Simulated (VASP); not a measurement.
# Pr2F (P6/mmm) in VASP: a series of runs

Runs on Pr2F. Level: PBE. Tasks: single point, relaxation of cell and atoms.

All numbers are computed with VASP 6.6.1; they aren't measurements. Logs are shortened: lines on timing, memory, paths and dates and some standing lists are left out, and cuts for length are marked.

### 1 The cell of the first run

It takes space group P6/mmm (No. 191, hexagonal). Conventional cell: a = 3.356 Å, b = 3.356 Å, c = 6.952 Å, α = 90.00°, β = 90.00°, γ = 120.00°. Pr (site symmetry 6mm) has 1 F at 1.78 Å within 2.4 Å. Within 2.4 Å of F (site symmetry 6/mmm) lie 2 Pr at 1.78 Å.

The cell was generated, and may not be a known phase.

### 2 Single point, PBE

INCAR reads:

```
  ALGO = Normal
  EDIFF = 1E-6
  ENCUT = 600
  GGA = PE
  GGA_COMPAT = F
  ISIF = 2
  ISMEAR = 0
  LASPH = T
  LCHARG = T
  LELF = T
  LMAXMIX = 6
  LREAL = F
  LVHAR = T
  LWAVE = F
  NBANDS = 22
  NELM = 200
  PREC = Accurate
  SIGMA = 0.1
```

KPOINTS reads:

```
k-points
0
Gamma
  6 6 4
```

POSCAR reads:

```
Pr2F
1.0
    3.3555371300      0.0000000000      0.0000000000
   -1.6777685600      2.9059803900      0.0000000000
    0.0000000000      0.0000000000      6.9516222300
Pr F
2 1
Direct
    0.0000000000      0.0000000000      0.7565577200
    0.0000000000      0.0000000000      0.2434422800
    0.0000000000      0.0000000000      0.5000000000
```

Potentials or basis: VASP PAW PBE potentials, release 64 (Pr_3, F), 4f in core.

Command:

```console
cat potpaw_PBE.64/Pr_3/POTCAR potpaw_PBE.64/F/POTCAR > POTCAR
mpirun -np 1 vasp_std > vasp.out
```

OUTCAR:

```text
EDIFF = 1E-6
   ENCUT = 600
   GGA = PE
   ISIF = 2
   ISMEAR = 0
   LASPH = T
   LREAL = F
   NELM = 200
   PREC = Accurate

 ion  position               nearest neighbor table
   1  0.000  0.000  0.757-   3 1.78   2 3.38   2 3.57
   2  0.000  0.000  0.243-   3 1.78   1 3.38   1 3.57
   3  0.000  0.000  0.500-   1 1.78   2 1.78

  LATTYP: Found a hexagonal cell.
 ALAT       =     3.3555371300
 C/A-ratio  =     2.0716868748

  Lattice vectors:

 A1 = (   3.3555371300,   0.0000000000,   0.0000000000)
 A2 = (  -1.6777685600,   2.9059803900,   0.0000000000)
 A3 = (   0.0000000000,   0.0000000000,   6.9516222300)

Analysis of symmetry for initial positions (statically):
=====================================================================
 Subroutine PRICEL returns:
 Original cell was already a primitive cell.

 Routine SETGRP: Setting up the symmetry group for a
 hexagonal supercell.

 Subroutine GETGRP returns: Found 24 space group operations
 (whereof 24 operations were pure point group operations)
 out of a pool of 24 trial point group operations.

The static configuration has the point symmetry D_6h.

Analysis of symmetry for dynamics (positions and initial velocities):
=====================================================================
 Subroutine PRICEL returns:
 Original cell was already a primitive cell.

 Routine SETGRP: Setting up the symmetry group for a
 hexagonal supercell.

 Subroutine GETGRP returns: Found 24 space group operations
 (whereof 24 operations were pure point group operations)
 out of a pool of 24 trial point group operations.

The dynamic configuration has the point symmetry D_6h.

 Subroutine INISYM returns: Found 24 space group operations
 (whereof 24 operations are pure point group operations),
 and found     1 'primitive' translations

----------------------------------------------------------------------------------------

                                     Primitive cell

  volume of cell :      67.7861

  direct lattice vectors                    reciprocal lattice vectors
     3.355537130  0.000000000  0.000000000     0.298014881  0.172058972  0.000000000
    -1.677768560  2.905980390  0.000000000     0.000000000  0.344117945  0.000000000
     0.000000000  0.000000000  6.951622230     0.000000000  0.000000000  0.143851315

  length of vectors
     3.355537130  3.355537121  6.951622230     0.344117944  0.344117945  0.143851315

  position of ions in fractional coordinates (direct lattice)
     0.000000000  0.000000000  0.756557720
     0.000000000  0.000000000  0.243442280
     0.000000000  0.000000000  0.500000000

  ion indices of the primitive-cell ions
   primitive index   ion index
                 1           1
                 2           2
                 3           3

----------------------------------------------------------------------------------------

 KPOINTS: k-points

Automatic generation of k-mesh.
 Grid dimensions read from file:
 generate k-points for:    6    6    4

 Generating k-lattice:

  Cartesian coordinates                     Fractional coordinates (reciprocal lattice)
     0.049669147  0.028676495  0.000000000     0.166666667  0.000000000  0.000000000
     0.000000000  0.057352991  0.000000000     0.000000000  0.166666667  0.000000000
     0.000000000  0.000000000  0.035962829     0.000000000  0.000000000  0.250000000

  Length of vectors
     0.057352991  0.057352991  0.035962829

  Shift w.r.t. Gamma in fractional coordinates (k-lattice)
     0.000000000  0.000000000  0.000000000

 Subroutine IBZKPT returns following result:
 ===========================================

 Found     21 irreducible k-points:

 Following reciprocal coordinates:
            Coordinates               Weight
  0.000000  0.000000  0.000000      1.000000
  0.166667  0.000000  0.000000      6.000000
  0.333333  0.000000  0.000000      6.000000
  0.500000  0.000000  0.000000      3.000000
  0.166667  0.166667  0.000000      6.000000
  0.333333  0.166667  0.000000     12.000000
[... 13 lines left out ...]
  0.333333  0.166667  0.500000     12.000000
  0.333333  0.333333  0.500000      2.000000
   k-points           NKPTS =     21   k-points in BZ     NKDIM =     21   number of bands    NBANDS=     22
   number of dos      NEDOS =    301   number of ions     NIONS =      3
   total plane-waves  NPLWV =  43904
   dimension x,y,z NGX =    28 NGY =   28 NGZ =   56
   dimension x,y,z NGXF=    56 NGYF=   56 NGZF=  112
   ions per type =               2   1
   NGX,Y,Z   is equivalent  to a cutoff of  13.87, 13.87, 13.39 a.u.
   NGXF,Y,Z  is equivalent  to a cutoff of  27.74, 27.74, 26.78 a.u.
 SYSTEM =  unknown system
   PREC   = accura    normal or accurate (medium, high low for compatibility)
   ISTART =      0    job   : 0-new  1-cont  2-samecut
   ICHARG =      2    charge: 1-file 2-atom 10-const
   ISPIN  =      1    spin polarized calculation?
   LNONCOLLINEAR =      F non collinear calculations
   LSORBIT =      F    spin-orbit coupling
   LASPH  =      T    aspherical Exc in radial PAW
   ENCUT  =  600.0 eV  44.10 Ry    6.64 a.u.   6.70  6.70 13.88*2*pi/ulx,y,z
   NELM   =    200;   NELMIN=  2; NELMDL= -5     # of ELM steps
   EDIFF  = 0.1E-05   stopping-criterion for ELM
   LREAL  =      F    real-space projection
   EDIFFG = 0.1E-04   stopping-criterion for IOM
   NSW    =      0    number of steps for IOM
   IBRION =     -1    ionic relax: 0-MD 1-quasi-New 2-CG
   NFREE  =      0    steps in history (QN), initial steepest desc. (CG)
   ISIF   =      2    stress and relaxation
   ISYM   =      2    0-nonsym 1-usesym 2-fastsym
   POTIM  = 0.5000    time-step for ionic-motion
   TEBEG  =    0.0;   TEEND  =   0.0 temperature during run
   PSTRESS=    0.0 pullay stress
   NELECT =      29.0000    total number of electrons
   NUPDOWN=      -1.0000    fix difference up-down
   EMIN   =  10.00;   EMAX   =-10.00  energy-range for DOS
   EFERMI =   0.00;   METHOD = LEGACY
   ISMEAR =     0;   SIGMA  =   0.10  broadening in eV -4-tet -1-fermi 0-gaus
   EFERMI_NEDOS =   21; number of points for ismear=-14 and -15
   IALGO  =     38    algorithm
   IMIX   =      4    mixing-type and parameters
     AMIX     =   0.40;   BMIX     =  1.00
     AMIX_MAG =   1.60;   BMIX_MAG =  1.00
  volume/ion in A,a.u.               =      22.60       152.48
  Fermi-wavevector in a.u.,A,eV,Ry     =   1.233561  2.331092 20.703605  1.521672
  Thomas-Fermi vector in A             =   2.368286
   LORBIT       =      0    0 simple, 1 ext, 2 COOP (PROOUT), +10 PAW based schemes
   GGA     = PE    functional components
   LHFCALC =     F    Hartree Fock is set to
   AEXX    =    0.0000 exact exchange contribution
   IVDW    =     0    specifies the selected vdW correction
   LEPSILON=     F    determine dielectric tensor
   LRPA    =     F    only Hartree local field effects (RPA)
 non-spin polarized calculation
 Gauss-broadening in eV      SIGMA  =   0.10
  energy-cutoff  :      600.00
  volume of cell :       67.79
 maximum number of plane-waves:      2284
 NGX is ok and might be reduce to    28
   NGX = 13   NGY = 13   NGZ = 27

 number of electron      28.9999992 magnetization

 Free energy of the ion-electron system (eV)
  ---------------------------------------------------
  ext. energy  EPLUGINS =         0.00000000
  ---------------------------------------------------
  free energy    TOTEN  =        -9.41687699 eV

  energy without entropy =       -9.40327792  energy(sigma->0) =       -9.41007745

 E-fermi :   4.8349     XC(G=0): -10.2754

 val. band max:        4.8256329708   @ k =   0.1667   0.1667   0.2500
 cond. band min:       4.8553274742   @ k =   0.1667   0.1667   0.0000
 fundamental gap:      0.0296945034
 Fermi energy:         4.8348923391

 k-point     1 :       0.0000    0.0000    0.0000
  band No.  band energies     occupation
      1     -32.4249      2.00000
      2     -31.7146      2.00000
      3     -25.3274      2.00000
      4     -16.0329      2.00000
      5     -12.7106      2.00000
      6     -12.7106      2.00000
[... 14 lines left out ...]
     21      10.5532      0.00000
     22      10.5784      0.00000

 k-point     2 :       0.1667    0.0000    0.0000
  band No.  band energies     occupation
      1     -32.3657      2.00000
      2     -31.6498      2.00000
      3     -25.2959      2.00000
      4     -15.9874      2.00000
      5     -13.2469      2.00000
      6     -12.9022      2.00000
[... 14 lines left out ...]
     21       8.7943      0.00000
     22      10.1111      0.00000

 k-point     3 :       0.3333    0.0000    0.0000
  band No.  band energies     occupation
      1     -32.2443      2.00000
      2     -31.5168      2.00000
      3     -25.2307      2.00000
      4     -15.8929      2.00000
      5     -14.1921      2.00000
      6     -13.8266      2.00000
[... 14 lines left out ...]
     21       9.7375      0.00000
     22       9.9924      0.00000

 k-point     4 :       0.5000    0.0000    0.0000
  band No.  band energies     occupation
      1     -32.1821      2.00000
      2     -31.4484      2.00000
      3     -25.1971      2.00000
      4     -15.8427      2.00000
      5     -14.6188      2.00000
      6     -14.2476      2.00000
[... 14 lines left out ...]
     21      10.3271      0.00000
     22      11.8039      0.00000

 k-point     5 :       0.1667    0.1667    0.0000
  band No.  band energies     occupation
      1     -32.2751      2.00000
      2     -31.5506      2.00000
      3     -25.2473      2.00000
      4     -15.9172      2.00000
      5     -13.8751      2.00000
      6     -13.5158      2.00000
[... 14 lines left out ...]
     21       9.4729      0.00000
     22       9.5008      0.00000

 k-point     6 :       0.3333    0.1667    0.0000
  band No.  band energies     occupation
      1     -32.1823      2.00000
      2     -31.4486      2.00000
      3     -25.1972      2.00000
      4     -15.8434      2.00000
      5     -14.3975      2.00000
      6     -14.0305      2.00000
[... 14 lines left out ...]
     21       8.7531      0.00000
     22      11.8600      0.00000

 k-point     7 :       0.3333    0.3333    0.0000
  band No.  band energies     occupation
      1     -32.1511      2.00000
      2     -31.4142      2.00000
      3     -25.1803      2.00000
      4     -15.8184      2.00000
      5     -14.0841      2.00000
      6     -14.0841      2.00000
[... 249 lines left out ...]
      6     -13.9124      2.00000
[... 14 lines left out ...]
     21      10.1529      0.00000
     22      10.2660      0.00000

 k-point    18 :       0.5000    0.0000    0.5000
  band No.  band energies     occupation
      1     -32.1450      2.00000
      2     -31.4998      2.00000
      3     -25.1440      2.00000
      4     -16.1765      2.00000
      5     -14.5353      2.00000
      6     -14.3424      2.00000
[... 14 lines left out ...]
     21      10.9939      0.00000
     22      11.2240      0.00000

 k-point    19 :       0.1667    0.1667    0.5000
  band No.  band energies     occupation
      1     -32.2367      2.00000
      2     -31.6035      2.00000
      3     -25.1925      2.00000
      4     -16.2684      2.00000
      5     -13.8050      2.00000
      6     -13.5946      2.00000
[... 14 lines left out ...]
     21      10.1456      0.00000
     22      10.3127      0.00000

 k-point    20 :       0.3333    0.1667    0.5000
  band No.  band energies     occupation
      1     -32.1452      2.00000
      2     -31.5001      2.00000
      3     -25.1441      2.00000
      4     -16.1775      2.00000
      5     -14.3180      2.00000
      6     -14.1205      2.00000
[... 14 lines left out ...]
     21      10.3581      0.00000
     22      13.0125      0.00000

 k-point    21 :       0.3333    0.3333    0.5000
  band No.  band energies     occupation
      1     -32.1144      2.00000
      2     -31.4652      2.00000
      3     -25.1278      2.00000
      4     -16.1468      2.00000
      5     -14.0107      2.00000
      6     -14.0107      2.00000
[... 14 lines left out ...]
     21      10.6794      0.00000
     22      12.0576      0.00000

------------------------ aborting loop because EDIFF is reached ----------------------------------------

  FORCE on cell =-STRESS in cart. coord.  units (eV):
  Direction    XX          YY          ZZ          XY          YZ          ZX
  --------------------------------------------------------------------------------------
  -------------------------------------------------------------------------------------
  Total        5.6506768      5.6506768     57.3337000      0.0000000     -0.0000000      0.0000000
  in kB      133.5580772    133.5580765   1355.1259455      0.0000002     -0.0000000      0.0000000
  external PRESSURE =     540.7473664 kB  Pullay stress =       0.0000000 kB

 VOLUME and BASIS-vectors are now :
 -----------------------------------------------------------------------------
  energy-cutoff  :      600.00
  volume of cell :       67.79
      direct lattice vectors                 reciprocal lattice vectors
     3.355537130  0.000000000  0.000000000     0.298014881  0.172058972  0.000000000
    -1.677768560  2.905980390  0.000000000     0.000000000  0.344117945  0.000000000
     0.000000000  0.000000000  6.951622230     0.000000000  0.000000000  0.143851315

 POSITION                                       TOTAL-FORCE (eV/Angst)
 -----------------------------------------------------------------------------------
      0.00000      0.00000      5.25930        -0.000000     -0.000000     16.316874
      0.00000      0.00000      1.69232         0.000000      0.000000    -16.316874
      0.00000      0.00000      3.47581         0.000000     -0.000000      0.000000
 -----------------------------------------------------------------------------------
    total drift:                               -0.000000     -0.000000      0.000000

  FREE ENERGIE OF THE ION-ELECTRON SYSTEM (eV)
  ---------------------------------------------------
  free  energy   TOTEN  =        -9.4168769893 eV

  energy  without entropy=       -9.4032779162  energy(sigma->0) =       -9.41007745
```

Run time: 29 s. Hardware: 1 thread of Intel Xeon Platinum 8488C (Sapphire Rapids), shared host; peak memory 0.21 GiB.

What came out:

- Free energy: -9.4169 eV
- Pressure: 54.1 GPa
- Largest force: 16.317 eV/Å
- Band gap on the k mesh: zero (an odd number of electrons rules out a gap without spin polarisation)

Forces in eV/Å, atoms in the order of the input:
```
Pr    0.000   0.000  16.317
Pr    0.000   0.000 -16.317
F     0.000   0.000   0.000
```

Levels at points of the mesh, in eV from the Fermi level:
```tsv
k point	band 10	band 11	band 12	band 13	band 14	band 15	band 16	band 17	band 18	band 19
(0.00, 0.00, 0.00)	-10.14	-10.14	-7.82	-3.47	-1.07	0.42	1.62	1.62	2.20	2.20
(0.50, 0.00, 0.00)	-10.99	-10.31	-7.48	-2.21	-1.12	-0.48	1.42	3.43	3.50	4.29
(0.00, 0.00, 0.50)	-10.12	-10.12	-8.73	-3.01	-2.48	1.86	1.86	1.92	1.92	2.78
(0.50, 0.00, 0.50)	-10.92	-10.29	-8.28	-1.85	-1.67	-1.26	1.83	3.14	5.07	5.32
```

Caveat: the k points lie up to 0.36 Å⁻¹ apart, too coarse for converged energies and pressures of a metal; spin-orbit coupling is left out, which moves the levels of the heavy elements; the 4f electrons are frozen in the core, so they carry no moment and show no levels; the run has no spin polarisation, though such a crystal can be magnetic; forces of over 1 eV/Å act on the atoms, so gaps and moduli don't describe the material at rest.

(Part 1 of 3 ends here.)

The gap in the log of VASP goes by the Fermi energy; the results here count the filled bands.